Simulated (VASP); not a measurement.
Crystal: KI.

```xyz
2
Lattice="0.0000 3.5443 3.5443 3.5443 0.0000 3.5443 3.5443 3.5443 0.0000" Properties=species:S:1:pos:R:3 pbc="T T T"
K     0.0000    0.0000    0.0000
I     3.5443    3.5443    3.5443
```

Base run:

| Property | Result |
| --- | --- |
| Program | VASP 6.6.1 |
| Functional | HSE06 |
| Potentials or basis | VASP PAW PBE potentials, release 64 (K_sv, I) |
| Cutoff | 520 eV |
| k mesh | 4 × 4 × 4 |
| Occupations | gaussian, width 0.01 eV |
| Spin | no spin polarisation |

Its results: band gap on the k mesh 4.93 eV; pressure 0.3 GPa.

Task: The run is repeated on the same cell with these changes: functional from HSE06 to PBE; k mesh from 4 × 4 × 4 to 6 × 6 × 6. What comes out?

Result: Band gap on the k mesh 3.94 eV; pressure 0.5 GPa.

Several settings changed at once.

Caveats: spin-orbit coupling is left out, which moves the levels of the heavy elements; the PAW data sets were made with another functional, which shifts forces and pressure a little (at least some runs).

